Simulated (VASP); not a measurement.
# Al2BN3 (P3m1) in VASP: further runs, part 2 of 2

VASP 6.6.1.

**4. Single point, PBE**

File INCAR:

```
SYSTEM = Al2BN3
  ALGO = Normal
  EDIFF = 1E-6
  ENCUT = 520
  GGA = PE
  ISIF = 2
  ISMEAR = 0
  LASPH = .TRUE.
  LCHARG = .FALSE.
  LREAL = .FALSE.
  LWAVE = .FALSE.
  NBANDS = 36
  NELM = 60
  PREC = Accurate
  SIGMA = 0.1
```

File KPOINTS:

```
k-points
0
G
  6 6 2
  0 0 0
```

File POSCAR:

```
Al2BN3
1.0
    2.9677189417      0.0000000000      0.0000000000
   -1.4838594709      2.5701199948      0.0000000000
    0.0000000000      0.0000000000     14.4053098506
Al B N
4 2 6
Direct
    0.6666666667      0.3333333333      0.6649361141
    0.3333333333      0.6666666667      0.1648081405
    0.3333333333      0.6666666667      0.4858969892
    0.3333333333      0.6666666667      0.8438202065
    0.6666666667      0.3333333333      0.0129905625
    0.6666666667      0.3333333333      0.3340022440
    0.6666666667      0.3333333333      0.1184862840
    0.6666666667      0.3333333333      0.4395069256
    0.6666666667      0.3333333333      0.7956021959
    0.3333333333      0.6666666667      0.2971651424
    0.3333333333      0.6666666667      0.6165579175
    0.3333333333      0.6666666667      0.9762272777
```

Potentials or basis: VASP PAW PBE potentials, release 64 (Al, B, N).

Run with:

```sh
> cat potpaw_PBE.64/Al/POTCAR potpaw_PBE.64/B/POTCAR potpaw_PBE.64/N/POTCAR > POTCAR
> mpirun -np 1 vasp_std > vasp.out
```

OUTCAR:

```text
SYSTEM = Al2BN3
   EDIFF = 1E-6
   ENCUT = 520
   GGA = PE
   ISIF = 2
   ISMEAR = 0
   LASPH = .TRUE.
   LREAL = .FALSE.
   NELM = 60
   PREC = Accurate

 ion  position               nearest neighbor table
   1  0.667  0.333  0.665-  11 1.85  11 1.85  11 1.85   9 1.88   4 3.09   4 3.09   4 3.09   3 3.10
                             3 3.10   3 3.10
   2  0.333  0.667  0.165-   7 1.84   7 1.84   7 1.84  10 1.91
   3  0.333  0.667  0.486-   8 1.84   8 1.84   8 1.84  11 1.88   1 3.10   1 3.10   1 3.10
   4  0.333  0.667  0.844-   9 1.85   9 1.85   9 1.85  12 1.91   1 3.09   1 3.09   1 3.09
   5  0.667  0.333  0.013-   7 1.52  12 1.79  12 1.79  12 1.79
   6  0.667  0.333  0.334-   8 1.52  10 1.79  10 1.79  10 1.79
   7  0.667  0.333  0.118-   5 1.52   2 1.84   2 1.84   2 1.84
   8  0.667  0.333  0.440-   6 1.52   3 1.84   3 1.84   3 1.84
   9  0.667  0.333  0.796-   4 1.85   4 1.85   4 1.85   1 1.88
  10  0.333  0.667  0.297-   6 1.79   6 1.79   6 1.79   2 1.91
  11  0.333  0.667  0.617-   1 1.85   1 1.85   1 1.85   3 1.88
  12  0.333  0.667  0.976-   5 1.79   5 1.79   5 1.79   4 1.91

  LATTYP: Found a hexagonal cell.
 ALAT       =     2.9677189417
 C/A-ratio  =     4.8540007102

  Lattice vectors:

 A1 = (   2.9677189417,   0.0000000000,   0.0000000000)
 A2 = (  -1.4838594709,   2.5701199948,   0.0000000000)
 A3 = (   0.0000000000,   0.0000000000,  14.4053098506)

Analysis of symmetry for initial positions (statically):
=====================================================================
 Subroutine PRICEL returns:
 Original cell was already a primitive cell.

 Routine SETGRP: Setting up the symmetry group for a
 hexagonal supercell.

 Subroutine GETGRP returns: Found  6 space group operations
 (whereof  6 operations were pure point group operations)
 out of a pool of 24 trial point group operations.

[... 150 lines left out ...]
   AEXX    =    0.0000 exact exchange contribution
   IVDW    =     0    specifies the selected vdW correction
   LEPSILON=     F    determine dielectric tensor
   LRPA    =     F    only Hartree local field effects (RPA)
 non-spin polarized calculation
 Gauss-broadening in eV      SIGMA  =   0.10
  energy-cutoff  :      520.00
  volume of cell :      109.87
 maximum number of plane-waves:      3018
 NGX is ok and might be reduce to    24
   NGX = 11   NGY = 11   NGZ = 53

 number of electron      48.0000005 magnetization

 Free energy of the ion-electron system (eV)
  ---------------------------------------------------
  ext. energy  EPLUGINS =         0.00000000
  ---------------------------------------------------
  free energy    TOTEN  =       -90.83519555 eV

  energy without entropy =      -90.83519555  energy(sigma->0) =      -90.83519555

 E-fermi :   6.7781     XC(G=0): -11.2563

 val. band max:        6.3065604705   @ k =   0.0000   0.0000   0.0000
 cond. band min:      10.6293575198   @ k =   0.0000   0.0000   0.0000
 fundamental gap:      4.3227970493
 Fermi energy:         6.7781039037

 k-point     1 :       0.0000    0.0000    0.0000
  band No.  band energies     occupation
      1     -10.3954      2.00000
      2     -10.0583      2.00000
      3      -9.2629      2.00000
      4      -8.3548      2.00000
      5      -8.1012      2.00000
      6      -7.3481      2.00000
[... 535 lines left out ...]
     35      16.2142      0.00000
     36      16.3547      0.00000

------------------------ aborting loop because EDIFF is reached ----------------------------------------

  FORCE on cell =-STRESS in cart. coord.  units (eV):
  Direction    XX          YY          ZZ          XY          YZ          ZX
  --------------------------------------------------------------------------------------
  -------------------------------------------------------------------------------------
  Total       -0.1634974     -0.1634974     -0.1497696      0.0000000      0.0000000     -0.0000000
  in kB       -2.3840898     -2.3840898     -2.1839143      0.0000000      0.0000000     -0.0000000
  external PRESSURE =      -2.3173647 kB  Pullay stress =       0.0000000 kB

 VOLUME and BASIS-vectors are now :
 -----------------------------------------------------------------------------
  energy-cutoff  :      520.00
  volume of cell :      109.87
      direct lattice vectors                 reciprocal lattice vectors
     2.967718942  0.000000000  0.000000000     0.336959132  0.194543446  0.000000000
    -1.483859471  2.570119995  0.000000000     0.000000000  0.389086892  0.000000000
     0.000000000  0.000000000 14.405309851     0.000000000  0.000000000  0.069418847

 POSITION                                       TOTAL-FORCE (eV/Angst)
 -----------------------------------------------------------------------------------
      1.48386      0.85671      9.57861         0.000000     -0.000000     -0.004715
     -0.00000      1.71341      2.37411         0.000000     -0.000000      0.006951
     -0.00000      1.71341      6.99950         0.000000     -0.000000      0.005107
     -0.00000      1.71341     12.15549         0.000000     -0.000000     -0.007314
      1.48386      0.85671      0.18713         0.000000     -0.000000     -0.029342
      1.48386      0.85671      4.81141         0.000000     -0.000000     -0.029753
      1.48386      0.85671      1.70683         0.000000     -0.000000      0.033494
      1.48386      0.85671      6.33123        -0.000000      0.000000      0.028827
      1.48386      0.85671     11.46090         0.000000      0.000000      0.006325
     -0.00000      1.71341      4.28076        -0.000000      0.000000     -0.006494
     -0.00000      1.71341      8.88171        -0.000000     -0.000000      0.006146
     -0.00000      1.71341     14.06286        -0.000000     -0.000000     -0.009230
 -----------------------------------------------------------------------------------
    total drift:                                0.000000      0.000000     -0.000654

  FREE ENERGIE OF THE ION-ELECTRON SYSTEM (eV)
  ---------------------------------------------------
  free  energy   TOTEN  =       -90.8351955541 eV

  energy  without entropy=      -90.8351955541  energy(sigma->0) =      -90.83519555
```

It took 62 s on 1 thread of Intel Xeon Platinum 8375C at 2.90GHz (Ice Lake), shared host; peak memory 0.24 GiB.

Results:

```
Free energy            : -90.8352 eV
Pressure               : -0.2 GPa
Largest force          : 0.033 eV/Å
Band gap on the k mesh : 4.32 eV
```

Forces in eV/Å, atoms in the order of the input:
```
Al   0.000  0.000 -0.005
Al   0.000  0.000  0.007
Al   0.000  0.000  0.005
Al   0.000  0.000 -0.007
B    0.000  0.000 -0.029
B    0.000  0.000 -0.030
N    0.000  0.000  0.033
N    0.000  0.000  0.029
N    0.000  0.000  0.006
N    0.000  0.000 -0.006
N    0.000  0.000  0.006
N    0.000  0.000 -0.009
```

**5. Overview**

```tsv
cell	k mesh	gap on the mesh (eV)	pressure (GPa)	largest force (eV/Å)
a = 2.968, b = 2.968, c = 14.405 Å, angles 90.0, 90.0, 120.0°, 12 atoms, atomic positions A	6 × 6 × 1	4.32	-0.2	0.03
a = 3.190, b = 3.190, c = 15.845 Å, angles 90.0, 90.0, 120.0°, 12 atoms, atomic positions B	6 × 6 × 1	2.18	-31.4	2.10
a = 2.968, b = 2.968, c = 14.405 Å, angles 90.0, 90.0, 120.0°, 12 atoms, atomic positions A	6 × 6 × 2	4.32	-0.2	0.03
```

Alike in all rows: task single point; level PBE; potentials or basis VASP PAW PBE potentials, release 64 (Al, B, N); no spin polarisation; cutoff (eV) 520; smearing gaussian 0.1 eV.

Caveats: some runs use coarse meshes; an odd mesh through Γ misses points on the zone boundary, where band edges can lie (at least some runs); the cell stands under tension (at least some runs); forces of over 1 eV/Å act on the atoms, so gaps and moduli don't describe the material at rest (at least some runs).

Total energies depend on the potentials used, so only differences within one code and one set of settings carry meaning.
